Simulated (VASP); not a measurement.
# P (P4/mmm) in VASP: single point with PBE

Aim: the single point of P with PBE.

All numbers are computed with VASP 6.6.1; they aren't measurements. Logs are shortened: lines on timing, memory, paths and dates and some standing lists are left out, and cuts for length are marked.

## (1) The cell of the first run

The structure is tetragonal, space group P4/mmm (No. 123). The conventional cell has a = 4.357 Å, b = 4.357 Å, c = 4.464 Å, α = 90.00°, β = 90.00°, γ = 90.00°. P (site symmetry 4/mmm) has 6 P at 4.36 to 4.46 Å within 5.7 Å.

## (2) Single point, PBE (84.73 Å³/atom)

The input, INCAR:

```
  PREC = Accurate
  ENCUT = 520
  EDIFF = 1E-6
  ISMEAR = -1
  SIGMA = 0.03
  LREAL = False
  LASPH = True
  NELM = 100
  ALGO = Normal
  ISIF = 2
  LWAVE = False
  LCHARG = False
  GGA = PE
  NBANDS = 8
```

The input, KPOINTS:

```
Automatic mesh
0
Gamma
  8 8 8
```

The input, POSCAR:

```
P
1.0
    4.3567085816      0.0000000000      0.0000000000
    0.0000000000      4.3567085816      0.0000000000
    0.0000000000      0.0000000000      4.4638649366
P
1
Direct
    0.0000000000      0.0000000000      0.0000000000
```

Potentials or basis: VASP PAW PBE potentials, release 64 (P).

Launch:

```
cat potpaw_PBE.64/P/POTCAR > POTCAR
mpirun -np 1 vasp_std > vasp.out
```

OUTCAR:

```text
PREC = Accurate
   ENCUT = 520
   EDIFF = 1E-6
   ISMEAR = -1
   LREAL = False
   LASPH = True
   NELM = 100
   ISIF = 2
   GGA = PE

 ion  position               nearest neighbor table
   1  0.000  0.000  0.000-

  LATTYP: Found a simple tetragonal cell.
 ALAT       =     4.3567085816
 C/A-ratio  =     1.0245957133

  Lattice vectors:

 A1 = (   4.3567085816,   0.0000000000,   0.0000000000)
 A2 = (   0.0000000000,   4.3567085816,   0.0000000000)
 A3 = (   0.0000000000,   0.0000000000,   4.4638649366)

Analysis of symmetry for initial positions (statically):
=====================================================================
 Subroutine PRICEL returns:
 Original cell was already a primitive cell.

 Routine SETGRP: Setting up the symmetry group for a
 simple tetragonal supercell.

 Subroutine GETGRP returns: Found 16 space group operations
 (whereof 16 operations were pure point group operations)
 out of a pool of 16 trial point group operations.

The static configuration has the point symmetry D_4h.

Analysis of symmetry for dynamics (positions and initial velocities):
=====================================================================
 Subroutine PRICEL returns:
 Original cell was already a primitive cell.

 Routine SETGRP: Setting up the symmetry group for a
 simple tetragonal supercell.

 Subroutine GETGRP returns: Found 16 space group operations
 (whereof 16 operations were pure point group operations)
 out of a pool of 16 trial point group operations.

The dynamic configuration has the point symmetry D_4h.

 Subroutine INISYM returns: Found 16 space group operations
 (whereof 16 operations are pure point group operations),
 and found     1 'primitive' translations

----------------------------------------------------------------------------------------

                                     Primitive cell

  volume of cell :      84.7282

  direct lattice vectors                    reciprocal lattice vectors
     4.356708582  0.000000000  0.000000000     0.229531074  0.000000000  0.000000000
     0.000000000  4.356708582  0.000000000     0.000000000  0.229531074  0.000000000
     0.000000000  0.000000000  4.463864937     0.000000000  0.000000000  0.224021115

  length of vectors
     4.356708582  4.356708582  4.463864937     0.229531074  0.229531074  0.224021115

  position of ions in fractional coordinates (direct lattice)
     0.000000000  0.000000000  0.000000000

  ion indices of the primitive-cell ions
   primitive index   ion index
                 1           1

----------------------------------------------------------------------------------------

 KPOINTS: Automatic mesh

Automatic generation of k-mesh.
 Grid dimensions read from file:
 generate k-points for:    8    8    8

 Generating k-lattice:

  Cartesian coordinates                     Fractional coordinates (reciprocal lattice)
     0.028691384  0.000000000  0.000000000     0.125000000  0.000000000  0.000000000
     0.000000000  0.028691384  0.000000000     0.000000000  0.125000000  0.000000000
     0.000000000  0.000000000  0.028002639     0.000000000  0.000000000  0.125000000

  Length of vectors
     0.028691384  0.028691384  0.028002639

  Shift w.r.t. Gamma in fractional coordinates (k-lattice)
     0.000000000  0.000000000  0.000000000

 Subroutine IBZKPT returns following result:
 ===========================================

 Found     75 irreducible k-points:

 Following reciprocal coordinates:
            Coordinates               Weight
  0.000000  0.000000  0.000000      1.000000
  0.125000  0.000000  0.000000      4.000000
  0.250000  0.000000  0.000000      4.000000
  0.375000  0.000000  0.000000      4.000000
  0.500000  0.000000  0.000000      2.000000
  0.125000  0.125000  0.000000      4.000000
[... 16 lines left out ...]
  0.375000  0.125000  0.125000     16.000000
  0.500000  0.125000  0.125000      8.000000
 [... further k-points ...]
   k-points           NKPTS =     75   k-points in BZ     NKDIM =     75   number of bands    NBANDS=      8
   number of dos      NEDOS =    301   number of ions     NIONS =      1
   total plane-waves  NPLWV =  36864
   dimension x,y,z NGX =    32 NGY =   32 NGZ =   36
   dimension x,y,z NGXF=    64 NGYF=   64 NGZF=   72
   ions per type =               1
   NGX,Y,Z   is equivalent  to a cutoff of  12.21, 12.21, 13.41 a.u.
   NGXF,Y,Z  is equivalent  to a cutoff of  24.42, 24.42, 26.81 a.u.
 SYSTEM =  unknown system
   PREC   = accura    normal or accurate (medium, high low for compatibility)
   ISTART =      0    job   : 0-new  1-cont  2-samecut
   ICHARG =      2    charge: 1-file 2-atom 10-const
   ISPIN  =      1    spin polarized calculation?
   LNONCOLLINEAR =      F non collinear calculations
   LSORBIT =      F    spin-orbit coupling
   LASPH  =      T    aspherical Exc in radial PAW
   ENCUT  =  520.0 eV  38.22 Ry    6.18 a.u.   8.10  8.10  8.30*2*pi/ulx,y,z
   NELM   =    100;   NELMIN=  2; NELMDL= -5     # of ELM steps
   EDIFF  = 0.1E-05   stopping-criterion for ELM
   LREAL  =      F    real-space projection
   EDIFFG = 0.1E-04   stopping-criterion for IOM
   NSW    =      0    number of steps for IOM
   IBRION =     -1    ionic relax: 0-MD 1-quasi-New 2-CG
   NFREE  =      0    steps in history (QN), initial steepest desc. (CG)
   ISIF   =      2    stress and relaxation
   ISYM   =      2    0-nonsym 1-usesym 2-fastsym
   POTIM  = 0.5000    time-step for ionic-motion
   TEBEG  =    0.0;   TEEND  =   0.0 temperature during run
   PSTRESS=    0.0 pullay stress
   NELECT =       5.0000    total number of electrons
   NUPDOWN=      -1.0000    fix difference up-down
   EMIN   =  10.00;   EMAX   =-10.00  energy-range for DOS
   EFERMI =   0.00;   METHOD = LEGACY
   ISMEAR =    -1;   SIGMA  =   0.03  broadening in eV -4-tet -1-fermi 0-gaus
   EFERMI_NEDOS =   21; number of points for ismear=-14 and -15
   IALGO  =     38    algorithm
   IMIX   =      4    mixing-type and parameters
     AMIX     =   0.40;   BMIX     =  1.00
     AMIX_MAG =   1.60;   BMIX_MAG =  1.00
  volume/ion in A,a.u.               =      84.73       571.77
  Fermi-wavevector in a.u.,A,eV,Ry     =   0.637366  1.204447  5.527166  0.406235
  Thomas-Fermi vector in A             =   1.702348
   LORBIT       =      0    0 simple, 1 ext, 2 COOP (PROOUT), +10 PAW based schemes
   GGA     = PE    functional components
   LHFCALC =     F    Hartree Fock is set to
   AEXX    =    0.0000 exact exchange contribution
   IVDW    =     0    specifies the selected vdW correction
   LEPSILON=     F    determine dielectric tensor
   LRPA    =     F    only Hartree local field effects (RPA)
 non-spin polarized calculation
  energy-cutoff  :      520.00
  volume of cell :       84.73
 maximum number of plane-waves:      2312
   NGX = 17   NGY = 17   NGZ = 17

 number of electron       4.9999999 magnetization

 Free energy of the ion-electron system (eV)
  ---------------------------------------------------
  ext. energy  EPLUGINS =         0.00000000
  ---------------------------------------------------
  free energy    TOTEN  =        -1.02839499 eV

  energy without entropy =       -1.01275523  energy(sigma->0) =       -1.02057511

 E-fermi :  -3.2045     XC(G=0):  -4.7852

 val. band max:       -3.2047851790   @ k =   0.3750   0.1250   0.2500
 cond. band min:      -3.1977329732   @ k =   0.5000   0.0000   0.2500
 fundamental gap:      0.0070522058
 Fermi energy:        -3.2044965100

 k-point     1 :       0.0000    0.0000    0.0000
  band No.  band energies     occupation
      1     -11.9255      2.00000
      2      -2.8099      0.00000
      3      -2.7134      0.00000
      4      -2.7134      0.00000
      5       1.4529      0.00000
      6       4.2890      0.00000
      7       4.3681      0.00000
      8       8.6169      0.00000

 k-point     2 :       0.1250    0.0000    0.0000
  band No.  band energies     occupation
      1     -11.9054      2.00000
      2      -2.9370      0.00027
      3      -2.7911      0.00000
      4      -2.6954      0.00000
      5       1.6869      0.00000
      6       4.3829      0.00000
      7       4.5696      0.00000
      8       7.8416      0.00000

 k-point     3 :       0.2500    0.0000    0.0000
  band No.  band energies     occupation
      1     -11.8558      2.00000
      2      -3.3982      1.99687
      3      -2.7447      0.00000
      4      -2.6511      0.00000
      5       2.2199      0.00000
      6       4.5999      0.00000
      7       4.9030      0.00000
      8       6.9921      0.00000

 k-point     4 :       0.3750    0.0000    0.0000
  band No.  band energies     occupation
      1     -11.8044      2.00000
      2      -3.7886      2.00000
      3      -2.6969      0.00000
      4      -2.6055      0.00000
      5       2.8498      0.00000
      6       4.6600      0.00000
      7       4.8618      0.00000
      8       6.4251      0.00000

 k-point     5 :       0.5000    0.0000    0.0000
  band No.  band energies     occupation
      1     -11.7826      2.00000
      2      -3.9362      2.00000
      3      -2.6767      0.00000
      4      -2.5862      0.00000
      5       3.2769      0.00000
      6       4.2636      0.00000
      7       4.9909      0.00000
      8       6.2269      0.00000

 k-point     6 :       0.1250    0.1250    0.0000
  band No.  band energies     occupation
      1     -11.8855      2.00000
      2      -2.9452      0.00035
      3      -2.8832      0.00004
      4      -2.7726      0.00000
      5       1.9132      0.00000
      6       4.5147      0.00000
      7       4.7299      0.00000
      8       7.3242      0.00000

 k-point     7 :       0.2500    0.1250    0.0000
  band No.  band energies     occupation
      1     -11.8363      2.00000
      2      -3.3713      1.99234
      3      -2.8556      0.00002
      4      -2.7269      0.00000
      5       2.4256      0.00000
      6       4.7060      0.00000
      7       5.0384      0.00000
      8       6.6404      0.00000

 k-point     8 :       0.3750    0.1250    0.0000
  band No.  band energies     occupation
      1     -11.7855      2.00000
      2      -3.7554      2.00000
      3      -2.8008      0.00000
      4      -2.6798      0.00000
      5       3.0382      0.00000
      6       4.5124      0.00000
      7       5.1010      0.00000
      8       6.4295      0.00000

 k-point     9 :       0.5000    0.1250    0.0000
  band No.  band energies     occupation
      1     -11.7639      2.00000
      2      -3.9011      2.00000
      3      -2.7772      0.00000
      4      -2.6599      0.00000
      5       3.5319      0.00000
      6       4.0277      0.00000
      7       5.2200      0.00000
      8       6.2819      0.00000

 k-point    10 :       0.2500    0.2500    0.0000
  band No.  band energies     occupation
      1     -11.7884      2.00000
      2      -3.3442      1.98118
      3      -3.2454      1.59215
      4      -2.6829      0.00000
      5       2.8579      0.00000
      6       4.5923      0.00000
      7       5.5468      0.00000
      8       6.1700      0.00000
[... 78 lines left out ...]
 k-point    18 :       0.2500    0.0000    0.1250
  band No.  band energies     occupation
      1     -11.8398      2.00000
      2      -3.3752      1.99327
      3      -2.9221      0.00016
      4      -2.6368      0.00000
      5       2.4232      0.00000
      6       4.7018      0.00000
      7       4.9925      0.00000
      8       6.4790      0.00000

 k-point    19 :       0.3750    0.0000    0.1250
  band No.  band energies     occupation
      1     -11.7889      2.00000
      2      -3.7597      2.00000
      3      -2.8659      0.00003
      4      -2.5918      0.00000
      5       3.0348      0.00000
      6       4.4995      0.00000
      7       5.0475      0.00000
      8       6.2834      0.00000

 k-point    20 :       0.5000    0.0000    0.1250
  band No.  band energies     occupation
      1     -11.7673      2.00000
      2      -3.9055      2.00000
      3      -2.8416      0.00001
      4      -2.5728      0.00000
      5       3.5347      0.00000
      6       3.9971      0.00000
      7       5.1724      0.00000
      8       6.1569      0.00000

 k-point    21 :       0.1250    0.1250    0.1250
  band No.  band energies     occupation
      1     -11.8693      2.00000
      2      -2.9843      0.00130
      3      -2.8996      0.00008
      4      -2.8659      0.00003
      5       2.1288      0.00000
      6       4.6973      0.00000
      7       4.7909      0.00000
      8       6.9988      0.00000

 k-point    22 :       0.2500    0.1250    0.1250
  band No.  band energies     occupation
      1     -11.8205      2.00000
      2      -3.3488      1.98382
      3      -2.9070      0.00010
      4      -2.8317      0.00001
      5       2.6170      0.00000
      6       4.9029      0.00000
      7       5.0421      0.00000
      8       6.5343      0.00000

 k-point    23 :       0.3750    0.1250    0.1250
  band No.  band energies     occupation
      1     -11.7701      2.00000
      2      -3.7270      2.00000
      3      -2.8513      0.00002
      4      -2.7785      0.00000
      5       3.1980      0.00000
      6       4.5458      0.00000
      7       5.1669      0.00000
      8       5.9514      0.00000

 k-point    24 :       0.5000    0.1250    0.1250
  band No.  band energies     occupation
      1     -11.7488      2.00000
      2      -3.8710      2.00000
      3      -2.8271      0.00001
      4      -2.7559      0.00000
      5       3.7996      0.00000
      6       3.8942      0.00000
      7       5.3846      0.00000
      8       5.6117      0.00000

 [... further k-points ...]
[... 5 lines left out ...]
  --------------------------------------------------------------------------------------
  -------------------------------------------------------------------------------------
  Total       -1.7356194     -1.7356194     -1.5613782      0.0000000     -0.0000000      0.0000000
  in kB      -32.8198819    -32.8198819    -29.5250498      0.0000000     -0.0000000      0.0000000
  external PRESSURE =     -31.7216045 kB  Pullay stress =       0.0000000 kB

 VOLUME and BASIS-vectors are now :
 -----------------------------------------------------------------------------
  energy-cutoff  :      520.00
  volume of cell :       84.73
      direct lattice vectors                 reciprocal lattice vectors
     4.356708582  0.000000000  0.000000000     0.229531074  0.000000000  0.000000000
     0.000000000  4.356708582  0.000000000     0.000000000  0.229531074  0.000000000
     0.000000000  0.000000000  4.463864937     0.000000000  0.000000000  0.224021115

 POSITION                                       TOTAL-FORCE (eV/Angst)
 -----------------------------------------------------------------------------------
      0.00000      0.00000      0.00000         0.000000      0.000000      0.000000
 -----------------------------------------------------------------------------------
    total drift:                                0.000000     -0.000000      0.000000

  FREE ENERGIE OF THE ION-ELECTRON SYSTEM (eV)
  ---------------------------------------------------
  free  energy   TOTEN  =        -1.0283949890 eV

  energy  without entropy=       -1.0127552280  energy(sigma->0) =       -1.02057511
```

Run time: 34 s. Hardware: 1 thread of Intel Xeon 8259CL, shared host; peak memory 0.2 GiB.

Results:

| Quantity | Value |
| --- | --- |
| Free energy | -1.0284 eV |
| Pressure | -3.2 GPa |
| Band gap on the k mesh | zero (an odd number of electrons rules out a gap without spin polarisation) |

Levels at points of the mesh, in eV from the Fermi level:
| k point | band 1 | band 2 | band 3 | band 4 | band 5 | band 6 |
| --- | --- | --- | --- | --- | --- | --- |
| (0.00, 0.00, 0.00) | -8.72 | 0.39 | 0.49 | 0.49 | 4.66 | 7.49 |
| (0.50, 0.00, 0.00) | -8.58 | -0.73 | 0.53 | 0.62 | 6.48 | 7.47 |
| (0.50, 0.50, 0.00) | -8.45 | -0.47 | -0.47 | 0.65 | 5.98 | 8.06 |
| (0.00, 0.00, 0.50) | -8.60 | -0.69 | 0.60 | 0.60 | 6.45 | 7.39 |
| (0.50, 0.00, 0.50) | -8.47 | -0.51 | -0.43 | 0.71 | 5.96 | 8.06 |
| (0.50, 0.50, 0.50) | -8.35 | -0.29 | -0.29 | -0.21 | 6.94 | 7.03 |

Caveat: the cell stands under tension.
